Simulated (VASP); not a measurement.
# C (Fd-3m) in VASP: density of states with PBE

Aim: the density of states of C with PBE.

Program: VASP 6.6.1. These are calculated values, not measurements. Logs are shortened: lines on timing, memory, paths and dates and some standing lists are left out, and cuts for length are marked.

## 1. The cell of the first run

It takes space group Fd-3m (No. 227, cubic). The conventional cell has a = 3.567 Å, b = 3.567 Å, c = 3.567 Å, α = 90.00°, β = 90.00°, γ = 90.00°. Within 2.1 Å of C (site symmetry -43m) lie 4 C at 1.54 Å.

## 2. Density of states, PBE

File POSCAR:

```
C
1.0
    0.0000000000      1.7833700000      1.7833700000
    1.7833700000      0.0000000000      1.7833700000
    1.7833700000      1.7833700000      0.0000000000
C
2
Direct
    0.0000000000      0.0000000000      0.0000000000
    0.2500000000      0.2500000000      0.2500000000
```

File INCAR.step1:

```
PREC     = Accurate       # precision mode
ENCUT    = 520            # plane-wave cutoff, eV
EDIFF    = 1E-6           # SCF threshold, eV
ISMEAR   = 0              # smearing method
SIGMA    = 0.05           # smearing width, eV
LREAL    = F              # projectors in reciprocal space
LASPH    = T              # aspherical terms in the spheres
NELM     = 120            # most SCF steps
ALGO     = Normal         # electronic algorithm
ISIF     = 2              # what is computed and relaxed
LWAVE    = F              # write WAVECAR
LCHARG   = T              # write CHGCAR
GGA      = PE             # functional
NBANDS   = 11             # bands
GGA_COMPAT= F            
NEDOS    = 2001           # points of the DOS
LORBIT   = 11             # projections on sites
```

File KPOINTS.step1:

```
regular mesh
0
Gamma
  16 16 16
```

File INCAR.step2:

```
PREC     = Accurate       # precision mode
ENCUT    = 520            # plane-wave cutoff, eV
EDIFF    = 1E-6           # SCF threshold, eV
ISMEAR   = -5             # smearing method
SIGMA    = 0.05           # smearing width, eV
LREAL    = F              # projectors in reciprocal space
LASPH    = T              # aspherical terms in the spheres
NELM     = 120            # most SCF steps
ALGO     = Normal         # electronic algorithm
ISIF     = 2              # what is computed and relaxed
LWAVE    = F              # write WAVECAR
LCHARG   = F              # write CHGCAR
GGA      = PE             # functional
LORBIT   = 11             # projections on sites
NBANDS   = 11             # bands
NEDOS    = 1001           # points of the DOS
ICHARG   = 11             # starting density
GGA_COMPAT= F
```

File KPOINTS.step2:

```
regular mesh
0
Gamma
  24 24 24
```

Potentials or basis: VASP PAW PBE potentials, release 64 (C).

Command:

```sh
cat potpaw_PBE.64/C/POTCAR > POTCAR
cp INCAR.step1 INCAR
cp KPOINTS.step1 KPOINTS
mpirun -np 1 vasp_std > vasp.out
cp INCAR.step2 INCAR
cp KPOINTS.step2 KPOINTS
mpirun -np 1 vasp_std > vasp.out
```

OUTCAR:

```text
PREC = Accurate
   ENCUT = 520
   EDIFF = 1E-6
   ISMEAR = -5
   LREAL = F
   LASPH = T
   NELM = 120
   ISIF = 2
   GGA = PE
   LORBIT = 11
   ICHARG = 11

 ion  position               nearest neighbor table
   1  0.000  0.000  0.000-   2 1.54   2 1.54   2 1.54   2 1.54
   2  0.250  0.250  0.250-   1 1.54   1 1.54   1 1.54   1 1.54

  LATTYP: Found a face centered cubic cell.
 ALAT       =     3.5667400000

  Lattice vectors:

 A1 = (   0.0000000000,   1.7833700000,   1.7833700000)
 A2 = (   1.7833700000,   0.0000000000,   1.7833700000)
 A3 = (   1.7833700000,   1.7833700000,   0.0000000000)

Analysis of symmetry for initial positions (statically):
=====================================================================
 Subroutine PRICEL returns:
 Original cell was already a primitive cell.

 Routine SETGRP: Setting up the symmetry group for a
 face centered cubic supercell.

 Subroutine GETGRP returns: Found 48 space group operations
 (whereof 24 operations were pure point group operations)
 out of a pool of 48 trial point group operations.

The static configuration has the point symmetry T_d .
 The point group associated with its full space group is O_h .

Analysis of symmetry for dynamics (positions and initial velocities):
=====================================================================
 Subroutine PRICEL returns:
 Original cell was already a primitive cell.

 Routine SETGRP: Setting up the symmetry group for a
 face centered cubic supercell.

 Subroutine GETGRP returns: Found 48 space group operations
 (whereof 24 operations were pure point group operations)
 out of a pool of 48 trial point group operations.

The dynamic configuration has the point symmetry T_d .
 The point group associated with its full space group is O_h .

 Subroutine INISYM returns: Found 48 space group operations
 (whereof 24 operations are pure point group operations),
 and found     1 'primitive' translations

----------------------------------------------------------------------------------------

                                     Primitive cell

  volume of cell :      11.3437

  direct lattice vectors                    reciprocal lattice vectors
     0.000000000  1.783370000  1.783370000    -0.280368067  0.280368067  0.280368067
     1.783370000  0.000000000  1.783370000     0.280368067 -0.280368067  0.280368067
     1.783370000  1.783370000  0.000000000     0.280368067  0.280368067 -0.280368067

  length of vectors
     2.522066041  2.522066041  2.522066041     0.485611737  0.485611737  0.485611737

  position of ions in fractional coordinates (direct lattice)
     0.000000000  0.000000000  0.000000000
     0.250000000  0.250000000  0.250000000

  ion indices of the primitive-cell ions
   primitive index   ion index
                 1           1
                 2           2

----------------------------------------------------------------------------------------

 KPOINTS: regular mesh

Automatic generation of k-mesh.
 Grid dimensions read from file:
 generate k-points for:   24   24   24

 Generating k-lattice:

  Cartesian coordinates                     Fractional coordinates (reciprocal lattice)
    -0.011682003  0.011682003  0.011682003     0.041666667  0.000000000  0.000000000
     0.011682003 -0.011682003  0.011682003     0.000000000  0.041666667  0.000000000
     0.011682003  0.011682003 -0.011682003     0.000000000  0.000000000  0.041666667

  Length of vectors
     0.020233822  0.020233822  0.020233822

  Shift w.r.t. Gamma in fractional coordinates (k-lattice)
     0.000000000  0.000000000  0.000000000

 TETIRR: Found   1864 inequivalent tetrahedra from    82944

 Subroutine IBZKPT returns following result:
 ===========================================

 Found    413 irreducible k-points:

 Following reciprocal coordinates:
            Coordinates               Weight
  0.000000  0.000000  0.000000      1.000000
  0.041667  0.000000  0.000000      8.000000
  0.083333  0.000000  0.000000      8.000000
  0.125000  0.000000  0.000000      8.000000
  0.166667  0.000000  0.000000      8.000000
  0.208333  0.000000  0.000000      8.000000
[... 16 lines left out ...]
  0.416667  0.041667  0.000000     24.000000
  0.458333  0.041667  0.000000     24.000000
 [... further k-points ...]
   k-points           NKPTS =    413   k-points in BZ     NKDIM =    413   number of bands    NBANDS=     11
   number of dos      NEDOS =   1001   number of ions     NIONS =      2
   total plane-waves  NPLWV =   8000
   dimension x,y,z NGX =    20 NGY =   20 NGZ =   20
   dimension x,y,z NGXF=    40 NGYF=   40 NGZF=   40
   ions per type =               2
   NGX,Y,Z   is equivalent  to a cutoff of  13.18, 13.18, 13.18 a.u.
   NGXF,Y,Z  is equivalent  to a cutoff of  26.37, 26.37, 26.37 a.u.
 SYSTEM =  unknown system
   PREC   = accura    normal or accurate (medium, high low for compatibility)
   ISTART =      0    job   : 0-new  1-cont  2-samecut
   ICHARG =     11    charge: 1-file 2-atom 10-const
   ISPIN  =      1    spin polarized calculation?
   LNONCOLLINEAR =      F non collinear calculations
   LSORBIT =      F    spin-orbit coupling
   LASPH  =      T    aspherical Exc in radial PAW
   ENCUT  =  520.0 eV  38.22 Ry    6.18 a.u.   4.69  4.69  4.69*2*pi/ulx,y,z
   NELM   =    120;   NELMIN=  2; NELMDL=  0     # of ELM steps
   EDIFF  = 0.1E-05   stopping-criterion for ELM
   LREAL  =      F    real-space projection
   EDIFFG = 0.1E-04   stopping-criterion for IOM
   NSW    =      0    number of steps for IOM
   IBRION =     -1    ionic relax: 0-MD 1-quasi-New 2-CG
   NFREE  =      0    steps in history (QN), initial steepest desc. (CG)
   ISIF   =      2    stress and relaxation
   ISYM   =      2    0-nonsym 1-usesym 2-fastsym
   POTIM  = 0.5000    time-step for ionic-motion
   TEBEG  =    0.0;   TEEND  =   0.0 temperature during run
   PSTRESS=    0.0 pullay stress
   NELECT =       8.0000    total number of electrons
   NUPDOWN=      -1.0000    fix difference up-down
   EMIN   =  10.00;   EMAX   =-10.00  energy-range for DOS
   EFERMI =   0.00;   METHOD = LEGACY
   ISMEAR =    -5;   SIGMA  =   0.05  broadening in eV -4-tet -1-fermi 0-gaus
   EFERMI_NEDOS =   21; number of points for ismear=-14 and -15
   IALGO  =     38    algorithm
   IMIX   =      4    mixing-type and parameters
     AMIX     =   0.40;   BMIX     =  1.00
     AMIX_MAG =   1.60;   BMIX_MAG =  1.00
  volume/ion in A,a.u.               =       5.67        38.28
  Fermi-wavevector in a.u.,A,eV,Ry     =   1.457203  2.753714 28.891161  2.123440
  Thomas-Fermi vector in A             =   2.574032
   LORBIT       =     11    0 simple, 1 ext, 2 COOP (PROOUT), +10 PAW based schemes
   GGA     = PE    functional components
   LHFCALC =     F    Hartree Fock is set to
   AEXX    =    0.0000 exact exchange contribution
   IVDW    =     0    specifies the selected vdW correction
   LEPSILON=     F    determine dielectric tensor
   LRPA    =     F    only Hartree local field effects (RPA)
 non-spin polarized calculation
 Fermi weights with tetrahedron method with Bloechl corrections
  energy-cutoff  :      520.00
  volume of cell :       11.34
 maximum number of plane-waves:       319

 number of electron       7.9999999 magnetization

 Free energy of the ion-electron system (eV)
  ---------------------------------------------------
  ext. energy  EPLUGINS =         0.00000000
  ---------------------------------------------------
  free energy    TOTEN  =       -18.18526112 eV

  energy without entropy =      -18.18526112  energy(sigma->0) =      -18.18526112

 E-fermi :   9.7855     XC(G=0): -13.2509

 val. band max:        9.7300809887   @ k =   0.0000   0.0000   0.0000
 cond. band min:      13.8624898911   @ k =   0.3750   0.3750   0.0000
 fundamental gap:      4.1324089024
 Fermi energy:         9.7855382800

 k-point     1 :       0.0000    0.0000    0.0000
  band No.  band energies     occupation
      1     -11.7473      2.00000
      2       9.7301      2.00000
      3       9.7301      2.00000
      4       9.7301      2.00000
      5      15.3199      0.00000
      6      15.3199      0.00000
      7      15.3199      0.00000
      8      23.0620      0.00000
      9      29.0241      0.00000
     10      36.2646      0.00000
     11      36.2658      0.00000

 k-point     2 :       0.0417    0.0000    0.0000
  band No.  band energies     occupation
      1     -11.6992      2.00000
      2       9.3872      2.00000
      3       9.6431      2.00000
      4       9.6431      2.00000
      5      15.4332      0.00000
      6      15.4332      0.00000
      7      15.5335      0.00000
      8      23.1034      0.00000
      9      29.1088      0.00000
     10      35.2841      0.00000
     11      35.2853      0.00000

 k-point     3 :       0.0833    0.0000    0.0000
  band No.  band energies     occupation
      1     -11.5549      2.00000
      2       8.5039      2.00000
      3       9.4074      2.00000
      4       9.4074      2.00000
      5      15.7428      0.00000
      6      15.7428      0.00000
      7      16.0348      0.00000
      8      23.2272      0.00000
      9      29.3445      0.00000
     10      34.1392      0.00000
     11      34.1392      0.00000

 k-point     4 :       0.1250    0.0000    0.0000
  band No.  band energies     occupation
      1     -11.3150      2.00000
      2       7.3151      2.00000
      3       9.0776      2.00000
      4       9.0776      2.00000
      5      16.1785      0.00000
      6      16.1785      0.00000
      7      16.6056      0.00000
      8      23.4301      0.00000
      9      29.6749      0.00000
     10      33.2091      0.00000
     11      33.2091      0.00000

 k-point     5 :       0.1667    0.0000    0.0000
  band No.  band energies     occupation
      1     -10.9802      2.00000
      2       5.9738      2.00000
      3       8.7069      2.00000
      4       8.7069      2.00000
      5      16.6620      0.00000
      6      16.6620      0.00000
      7      17.1241      0.00000
      8      23.7019      0.00000
      9      30.0145      0.00000
     10      32.5432      0.00000
     11      32.5432      0.00000
[... 211 lines left out ...]
 k-point    21 :       0.3333    0.0417    0.0000
  band No.  band energies     occupation
      1      -8.9287      2.00000
      2       0.8394      2.00000
      3       7.1610      2.00000
      4       7.5621      2.00000
      5      17.5976      0.00000
      6      18.3752      0.00000
      7      18.4272      0.00000
      8      24.7042      0.00000
      9      30.6668      0.00000
     10      31.9011      0.00000
     11      33.7086      0.00000

 k-point    22 :       0.3750    0.0417    0.0000
  band No.  band energies     occupation
      1      -8.1868      2.00000
      2      -0.4849      2.00000
      3       6.9851      2.00000
      4       7.2822      2.00000
      5      17.7924      0.00000
      6      18.4525      0.00000
      7      18.5647      0.00000
      8      24.9850      0.00000
      9      30.7972      0.00000
     10      32.6426      0.00000
     11      34.3601      0.00000

 k-point    23 :       0.4167    0.0417    0.0000
  band No.  band energies     occupation
      1      -7.3860      2.00000
      2      -1.7238      2.00000
      3       6.8725      2.00000
      4       7.0521      2.00000
      5      17.9242      0.00000
      6      18.4566      0.00000
      7      18.6572      0.00000
      8      25.2078      0.00000
      9      31.0033      0.00000
     10      33.4827      0.00000
     11      34.8708      0.00000

 k-point    24 :       0.4583    0.0417    0.0000
  band No.  band energies     occupation
      1      -6.5806      2.00000
      2      -2.8161      2.00000
      3       6.8237      2.00000
      4       6.8768      2.00000
      5      18.0199      0.00000
      6      18.4162      0.00000
      7      18.7124      0.00000
      8      25.3531      0.00000
      9      31.2500      0.00000
     10      33.9765      0.00000
     11      34.9879      0.00000

 [... further k-points ...]
[... 5 lines left out ...]
  --------------------------------------------------------------------------------------
  -------------------------------------------------------------------------------------
  Total        0.1741147      0.1741147      0.1741147      0.0000000      0.0000000     -0.0000000
  in kB       24.5918746     24.5918746     24.5918746      0.0000000      0.0000000     -0.0000000
  external PRESSURE =      24.5918746 kB  Pullay stress =       0.0000000 kB

 VOLUME and BASIS-vectors are now :
 -----------------------------------------------------------------------------
  energy-cutoff  :      520.00
  volume of cell :       11.34
      direct lattice vectors                 reciprocal lattice vectors
     0.000000000  1.783370000  1.783370000    -0.280368067  0.280368067  0.280368067
     1.783370000  0.000000000  1.783370000     0.280368067 -0.280368067  0.280368067
     1.783370000  1.783370000  0.000000000     0.280368067  0.280368067 -0.280368067

 POSITION                                       TOTAL-FORCE (eV/Angst)
 -----------------------------------------------------------------------------------
      0.00000      0.00000      0.00000        -0.000000     -0.000000     -0.000000
      0.89168      0.89168      0.89168         0.000000      0.000000      0.000000
 -----------------------------------------------------------------------------------
    total drift:                                0.000000      0.000000      0.000000

  FREE ENERGIE OF THE ION-ELECTRON SYSTEM (eV)
  ---------------------------------------------------
  free  energy   TOTEN  =       -18.1852611156 eV

  energy  without entropy=      -18.1852611156  energy(sigma->0) =      -18.18526112

 total charge

# of ion       s       p       d       tot
------------------------------------------
    1        0.829   1.748   0.000   2.577
    2        0.829   1.748   0.000   2.577
--------------------------------------------------
tot          1.659   3.496   0.000   5.154
```

Wall time 59 s (1 thread of Intel Xeon Platinum 8259CL at 2.50GHz (Skylake/Cascade Lake), shared host); peak memory 0.14 GiB.

What came out:

* Valence electrons inside the program's atomic spheres: C 2.58

Levels at points of the mesh, in eV from the valence-band top:
```
           k point  band 1  band 2  band 3  band 4  band 5  band 6  band 7  band 8
(0.00, 0.00, 0.00)  -21.48    0.00    0.00    0.00    5.59    5.59    5.59   13.33
(0.50, 0.00, 0.00)  -15.70  -13.37   -2.80   -2.80    8.46    8.46    8.85   15.70
(0.50, 0.50, 0.00)  -12.76  -12.76   -6.30   -6.30    4.76    4.76   16.81   16.81
```
